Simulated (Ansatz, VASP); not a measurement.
# AlNi3: VASP beside Ansatz

INCAR

```
SYSTEM = AlNi3
PREC = Accurate
ENCUT = 520
EDIFF = 1E-6
ISMEAR = 0
SIGMA = 0.1
LREAL = .FALSE.
LASPH = .TRUE.
NELM = 80
ALGO = Fast
ISIF = 2
LWAVE = .FALSE.
LCHARG = .FALSE.
GGA = PS
NBANDS = 24
```

File KPOINTS:

```
regular mesh
0
G
  16 16 16
  0 0 0
```

POSCAR

```
AlNi3
1.0
    0.0000000000      2.8018887551      2.8018887551
    2.8018887551      0.0000000000      2.8018887551
    2.8018887551      2.8018887551      0.0000000000
Al Ni
1 3
Direct
    0.5000000000      0.5000000000      0.5000000000
    0.2500000000      0.2500000000      0.2500000000
    0.0000000000      0.0000000000      0.0000000000
    0.7500000000      0.7500000000      0.7500000000
```

Input for Ansatz:

```yaml
crystal:
  lattice:
    - [0.0, 2.8018887551, 2.8018887551]
    - [2.8018887551, 0.0, 2.8018887551]
    - [2.8018887551, 2.8018887551, 0.0]
  atoms:
    - { symbol: Al, position: [0.5, 0.5, 0.5] }
    - { symbol: Ni, position: [0.25, 0.25, 0.25] }
    - { symbol: Ni, position: [0.0, 0.0, 0.0] }
    - { symbol: Ni, position: [0.75, 0.75, 0.75] }
basis:
  ecutwfc: 420
kpoints:
  mp_grid: { grid: [16, 16, 16] }
hamiltonian:
  xc: pbesol
scf:
  occupations: { method: gaussian, width: 0.1 }
output:
  forces: true
  stress: true
  eigenvalues: true
```

Alike in both runs: task single point; functional PBEsol; k mesh 16 × 16 × 16; occupations gaussian, width 0.1 eV; no spin polarisation.

|  | VASP | Ansatz |
| --- | --- | --- |
| version | VASP 6.6.1 | Ansatz 0.2.0 |
| potentials or method | VASP PAW PBE potentials, release 64 (Al, Ni), cutoff 520 eV | scalar-relativistic, plane waves, PAW |
| valence electrons in the cell | 33 | 57 |

VASP gave:

| Property | Result |
| --- | --- |
| gap on the k mesh at the Fermi level (eV) | none |
| pressure (GPa) | -0.6 |

Task: Estimate Ansatz's values.

Result: gap on the k mesh at the Fermi level (eV): none; pressure (GPa): -0.7.

VASP's potentials were made for PBE, not for PBEsol. A gap of «none» marks a metal or a gap that the smearing closes. VASP's potentials hold 33 valence electrons a cell and Ansatz's 57, so a difference there can come from the potentials and not from the codes.
